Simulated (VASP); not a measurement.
# Ge in VASP: single point with PBEsol

Aim: the single point of Ge with PBEsol.

Everything below comes from runs of VASP 6.6.1. Logs are shortened: lines on timing, memory, paths and dates and some standing lists are left out, and cuts for length are marked.

## 1. The cell of the first run

The cell holds a slab with vacuum, 2 atoms: a = 3.308 Å, b = 3.308 Å, c = 12.512 Å, α = 90.00°, β = 90.00°, γ = 120.00°.

## 2. Single point, PBEsol (C replaced by Ge, lengths x 1.347, strained)

INCAR

```
PREC     = Accurate       # precision mode
ENCUT    = 520            # plane-wave cutoff, eV
EDIFF    = 1E-6           # SCF threshold, eV
ISMEAR   = 0              # smearing method
SIGMA    = 0.1            # smearing width, eV
LREAL    = F              # projectors in reciprocal space
LASPH    = T              # aspherical terms in the spheres
NELM     = 80             # most SCF steps
ALGO     = Normal         # electronic algorithm
ISIF     = 2              # what is computed and relaxed
LWAVE    = F              # write WAVECAR
LCHARG   = F              # write CHGCAR
GGA      = PS             # functional
NBANDS   = 21             # bands
```

KPOINTS

```
regular mesh
0
Gamma
  15 15 4
```

POSCAR

```
Ge
1.0
    3.3075790556      0.0000000000      0.0000000000
   -1.6537895278      2.8644474872      0.0000000000
    0.0000000000      0.0000000000     12.5121250474
Ge
2
Direct
    0.3333333300      0.6666666700      0.0000000000
    0.6666666700      0.3333333300      0.0000000000
```

Potentials or basis: VASP PAW PBE potentials, release 64 (Ge_d).

The run is started by

```
$ cat potpaw_PBE.64/Ge_d/POTCAR > POTCAR
$ mpirun -np 1 vasp_std > vasp.out
```

OUTCAR:

```text
PREC = Accurate
   ENCUT = 520
   EDIFF = 1E-6
   ISMEAR = 0
   LREAL = F
   LASPH = T
   NELM = 80
   ISIF = 2
   GGA = PS

 ion  position               nearest neighbor table
   1  0.333  0.667  0.000-   2 1.91   2 1.91   2 1.91
   2  0.667  0.333  0.000-   1 1.91   1 1.91   1 1.91

  LATTYP: Found a hexagonal cell.
 ALAT       =     3.3075790556
 C/A-ratio  =     3.7828650010

  Lattice vectors:

 A1 = (   3.3075790556,   0.0000000000,   0.0000000000)
 A2 = (  -1.6537895278,   2.8644474872,   0.0000000000)
 A3 = (   0.0000000000,   0.0000000000,  12.5121250474)

Analysis of symmetry for initial positions (statically):
=====================================================================
 Subroutine PRICEL returns:
 Original cell was already a primitive cell.

 Routine SETGRP: Setting up the symmetry group for a
 hexagonal supercell.

 Subroutine GETGRP returns: Found 24 space group operations
 (whereof 24 operations were pure point group operations)
 out of a pool of 24 trial point group operations.

The static configuration has the point symmetry D_6h.

Analysis of symmetry for dynamics (positions and initial velocities):
=====================================================================
 Subroutine PRICEL returns:
 Original cell was already a primitive cell.

 Routine SETGRP: Setting up the symmetry group for a
 hexagonal supercell.

 Subroutine GETGRP returns: Found 24 space group operations
 (whereof 24 operations were pure point group operations)
 out of a pool of 24 trial point group operations.

The dynamic configuration has the point symmetry D_6h.

 Subroutine INISYM returns: Found 24 space group operations
 (whereof 24 operations are pure point group operations),
 and found     1 'primitive' translations

----------------------------------------------------------------------------------------

                                     Primitive cell

  volume of cell :     118.5447

  direct lattice vectors                    reciprocal lattice vectors
     3.307579056  0.000000000  0.000000000     0.302335933  0.174553732  0.000000000
    -1.653789528  2.864447487  0.000000000     0.000000000  0.349107465  0.000000000
     0.000000000  0.000000000 12.512125047     0.000000000  0.000000000  0.079922475

  length of vectors
     3.307579056  3.307579056 12.512125047     0.349107465  0.349107465  0.079922475

  position of ions in fractional coordinates (direct lattice)
     0.333333330  0.666666670  0.000000000
     0.666666670  0.333333330  0.000000000

  ion indices of the primitive-cell ions
   primitive index   ion index
                 1           1
                 2           2

----------------------------------------------------------------------------------------

 KPOINTS: regular mesh

Automatic generation of k-mesh.
 Grid dimensions read from file:
 generate k-points for:   15   15    4

 Generating k-lattice:

  Cartesian coordinates                     Fractional coordinates (reciprocal lattice)
     0.020155729  0.011636915  0.000000000     0.066666667  0.000000000  0.000000000
     0.000000000  0.023273831  0.000000000     0.000000000  0.066666667  0.000000000
     0.000000000  0.000000000  0.019980619     0.000000000  0.000000000  0.250000000

  Length of vectors
     0.023273831  0.023273831  0.019980619

  Shift w.r.t. Gamma in fractional coordinates (k-lattice)
     0.000000000  0.000000000  0.000000000

 Subroutine IBZKPT returns following result:
 ===========================================

 Found     81 irreducible k-points:

 Following reciprocal coordinates:
            Coordinates               Weight
  0.000000  0.000000  0.000000      1.000000
  0.066667  0.000000  0.000000      6.000000
  0.133333  0.000000  0.000000      6.000000
  0.200000 -0.000000  0.000000      6.000000
  0.266667  0.000000  0.000000      6.000000
  0.333333  0.000000  0.000000      6.000000
[... 16 lines left out ...]
  0.333333  0.200000  0.000000     12.000000
  0.400000  0.200000  0.000000      6.000000
 [... further k-points ...]
   k-points           NKPTS =     81   k-points in BZ     NKDIM =     81   number of bands    NBANDS=     21
   number of dos      NEDOS =    301   number of ions     NIONS =      2
   total plane-waves  NPLWV =  75264
   dimension x,y,z NGX =    28 NGY =   28 NGZ =   96
   dimension x,y,z NGXF=    56 NGYF=   56 NGZF=  192
   ions per type =               2
   NGX,Y,Z   is equivalent  to a cutoff of  14.07, 14.07, 12.76 a.u.
   NGXF,Y,Z  is equivalent  to a cutoff of  28.15, 28.15, 25.51 a.u.
 SYSTEM =  unknown system
   PREC   = accura    normal or accurate (medium, high low for compatibility)
   ISTART =      0    job   : 0-new  1-cont  2-samecut
   ICHARG =      2    charge: 1-file 2-atom 10-const
   ISPIN  =      1    spin polarized calculation?
   LNONCOLLINEAR =      F non collinear calculations
   LSORBIT =      F    spin-orbit coupling
   LASPH  =      T    aspherical Exc in radial PAW
   ENCUT  =  520.0 eV  38.22 Ry    6.18 a.u.   6.15  6.15 23.26*2*pi/ulx,y,z
   NELM   =     80;   NELMIN=  2; NELMDL= -5     # of ELM steps
   EDIFF  = 0.1E-05   stopping-criterion for ELM
   LREAL  =      F    real-space projection
   EDIFFG = 0.1E-04   stopping-criterion for IOM
   NSW    =      0    number of steps for IOM
   IBRION =     -1    ionic relax: 0-MD 1-quasi-New 2-CG
   NFREE  =      0    steps in history (QN), initial steepest desc. (CG)
   ISIF   =      2    stress and relaxation
   ISYM   =      2    0-nonsym 1-usesym 2-fastsym
   POTIM  = 0.5000    time-step for ionic-motion
   TEBEG  =    0.0;   TEEND  =   0.0 temperature during run
   PSTRESS=    0.0 pullay stress
   NELECT =      28.0000    total number of electrons
   NUPDOWN=      -1.0000    fix difference up-down
   EMIN   =  10.00;   EMAX   =-10.00  energy-range for DOS
   EFERMI =   0.00;   METHOD = LEGACY
   ISMEAR =     0;   SIGMA  =   0.10  broadening in eV -4-tet -1-fermi 0-gaus
   EFERMI_NEDOS =   21; number of points for ismear=-14 and -15
   IALGO  =     38    algorithm
   IMIX   =      4    mixing-type and parameters
     AMIX     =   0.40;   BMIX     =  1.00
     AMIX_MAG =   1.60;   BMIX_MAG =  1.00
  volume/ion in A,a.u.               =      59.27       399.99
  Fermi-wavevector in a.u.,A,eV,Ry     =   1.011968  1.912342 13.933444  1.024079
  Thomas-Fermi vector in A             =   2.145049
   LORBIT       =      0    0 simple, 1 ext, 2 COOP (PROOUT), +10 PAW based schemes
   GGA     = PS    functional components
   LHFCALC =     F    Hartree Fock is set to
   AEXX    =    0.0000 exact exchange contribution
   IVDW    =     0    specifies the selected vdW correction
   LEPSILON=     F    determine dielectric tensor
   LRPA    =     F    only Hartree local field effects (RPA)
 non-spin polarized calculation
 Gauss-broadening in eV      SIGMA  =   0.10
  energy-cutoff  :      520.00
  volume of cell :      118.54
 maximum number of plane-waves:      3222
 NGX is ok and might be reduce to    28
   NGX = 13   NGY = 13   NGZ = 47

 number of electron      28.0000016 magnetization

 Free energy of the ion-electron system (eV)
  ---------------------------------------------------
  ext. energy  EPLUGINS =         0.00000000
  ---------------------------------------------------
  free energy    TOTEN  =        -2.98569130 eV

  energy without entropy =       -2.98464561  energy(sigma->0) =       -2.98516846

 E-fermi :  -0.6601     XC(G=0):  -4.0436

 val. band max:       -0.6612666692   @ k =   0.3333   0.3333   0.0000
 cond. band min:       0.0490578055   @ k =   0.3333   0.2667   0.5000
 fundamental gap:      0.7103244747
 Fermi energy:        -0.6600947315

 k-point     1 :       0.0000    0.0000    0.0000
  band No.  band energies     occupation
      1     -26.5504      2.00000
      2     -26.3565      2.00000
      3     -26.3565      2.00000
      4     -26.1782      2.00000
      5     -26.1782      2.00000
      6     -25.8186      2.00000
[... 13 lines left out ...]
     20       5.3401      0.00000
     21       7.3285      0.00000

 k-point     2 :       0.0667    0.0000    0.0000
  band No.  band energies     occupation
      1     -26.5532      2.00000
      2     -26.3991      2.00000
      3     -26.3901      2.00000
      4     -26.1826      2.00000
      5     -26.1738      2.00000
      6     -25.7770      2.00000
[... 13 lines left out ...]
     20       5.8941      0.00000
     21       7.4054      0.00000

 k-point     3 :       0.1333    0.0000    0.0000
  band No.  band energies     occupation
      1     -26.5793      2.00000
      2     -26.4929      2.00000
      3     -26.4448      2.00000
      4     -26.1945      2.00000
      5     -26.1610      2.00000
      6     -25.6841      2.00000
[... 13 lines left out ...]
     20       7.2371      0.00000
     21       7.4370      0.00000

 k-point     4 :       0.2000   -0.0000    0.0000
  band No.  band energies     occupation
      1     -26.6560      2.00000
      2     -26.5962      2.00000
      3     -26.4563      2.00000
      4     -26.2115      2.00000
      5     -26.1409      2.00000
      6     -25.5884      2.00000
[... 13 lines left out ...]
     20       7.4746      0.00000
     21       8.0197      0.00000

 k-point     5 :       0.2667    0.0000    0.0000
  band No.  band energies     occupation
      1     -26.7486      2.00000
      2     -26.6893      2.00000
      3     -26.4415      2.00000
      4     -26.2303      2.00000
      5     -26.1157      2.00000
      6     -25.5239      2.00000
[... 13 lines left out ...]
     20       8.5032      0.00000
     21       9.0432      0.00000

 k-point     6 :       0.3333    0.0000    0.0000
  band No.  band energies     occupation
      1     -26.8294      2.00000
      2     -26.7639      2.00000
      3     -26.4214      2.00000
      4     -26.2475      2.00000
      5     -26.0888      2.00000
      6     -25.5630      2.00000
[... 13 lines left out ...]
     20       8.9004      0.00000
     21       9.3404      0.00000

 k-point     7 :       0.4000    0.0000    0.0000
  band No.  band energies     occupation
      1     -26.8876      2.00000
      2     -26.8154      2.00000
      3     -26.4040      2.00000
      4     -26.2605      2.00000
      5     -26.0651      2.00000
      6     -25.5963      2.00000
[... 13 lines left out ...]
     20       8.0560      0.00000
     21       8.7889      0.00000
[... 291 lines left out ...]
      1     -27.0328      2.00000
      2     -26.7109      2.00000
      3     -26.4203      2.00000
      4     -26.2904      2.00000
      5     -26.0009      2.00000
      6     -25.6611      2.00000
[... 13 lines left out ...]
     20       7.7375      0.00000
     21       8.0167      0.00000

 k-point    21 :       0.2000    0.2000    0.0000
  band No.  band energies     occupation
      1     -26.9486      2.00000
      2     -26.6176      2.00000
      3     -26.4670      2.00000
      4     -26.2702      2.00000
      5     -26.0499      2.00000
      6     -25.5984      2.00000
[... 13 lines left out ...]
     20       6.6153      0.00000
     21       6.6359      0.00000

 k-point    22 :       0.2667    0.2000    0.0000
  band No.  band energies     occupation
      1     -27.0250      2.00000
      2     -26.6275      2.00000
      3     -26.4604      2.00000
      4     -26.2899      2.00000
      5     -26.0050      2.00000
      6     -25.6497      2.00000
[... 13 lines left out ...]
     20       6.8124      0.00000
     21       7.8533      0.00000

 k-point    23 :       0.3333    0.2000    0.0000
  band No.  band energies     occupation
      1     -27.0731      2.00000
      2     -26.6365      2.00000
      3     -26.4528      2.00000
      4     -26.3031      2.00000
      5     -25.9652      2.00000
      6     -25.6938      2.00000
[... 13 lines left out ...]
     20       7.6884      0.00000
     21       7.8524      0.00000

 k-point    24 :       0.4000    0.2000    0.0000
  band No.  band energies     occupation
      1     -27.0896      2.00000
      2     -26.6400      2.00000
      3     -26.4496      2.00000
      4     -26.3077      2.00000
      5     -25.9477      2.00000
      6     -25.7129      2.00000
[... 13 lines left out ...]
     20       8.8229      0.00000
     21       8.9167      0.00000

 [... further k-points ...]

------------------------ aborting loop because EDIFF is reached ----------------------------------------

  FORCE on cell =-STRESS in cart. coord.  units (eV):
  Direction    XX          YY          ZZ          XY          YZ          ZX
  --------------------------------------------------------------------------------------
  -------------------------------------------------------------------------------------
  Total       35.6090930     35.6090930     -0.0126389      0.0000000      0.0000000     -0.0000000
  in kB      481.2705865    481.2705865     -0.1708191      0.0000000      0.0000000     -0.0000000
  external PRESSURE =     320.7901179 kB  Pullay stress =       0.0000000 kB

 VOLUME and BASIS-vectors are now :
 -----------------------------------------------------------------------------
  energy-cutoff  :      520.00
  volume of cell :      118.54
      direct lattice vectors                 reciprocal lattice vectors
     3.307579056  0.000000000  0.000000000     0.302335933  0.174553732  0.000000000
    -1.653789528  2.864447487  0.000000000     0.000000000  0.349107465  0.000000000
     0.000000000  0.000000000 12.512125047     0.000000000  0.000000000  0.079922475

 POSITION                                       TOTAL-FORCE (eV/Angst)
 -----------------------------------------------------------------------------------
     -0.00000      1.90963      0.00000        -0.000000      0.000000      0.000000
      1.65379      0.95482      0.00000         0.000000     -0.000000      0.000000
 -----------------------------------------------------------------------------------
    total drift:                                0.000000      0.000000     -0.000000

  FREE ENERGIE OF THE ION-ELECTRON SYSTEM (eV)
  ---------------------------------------------------
  free  energy   TOTEN  =        -2.9856913027 eV

  energy  without entropy=       -2.9846456131  energy(sigma->0) =       -2.98516846
```

Wall time 3.6 min (1 thread of Intel Xeon Platinum 8375C at 2.90GHz (Ice Lake), shared host); peak memory 0.35 GiB.

What came out:

```yaml
Free_energy: -2.9857 eV
Band_gap_on_the_k_mesh: zero (filled and empty bands touch)
```

Caveat: the cell differs from its parent crystal (C replaced by Ge, lengths x 1.347, strained); there is no dipole correction, which matters where the two faces differ; the PAW data sets were made with another functional, which shifts forces and pressure a little.

The gap in the log of VASP goes by the Fermi energy; the results here count the filled bands.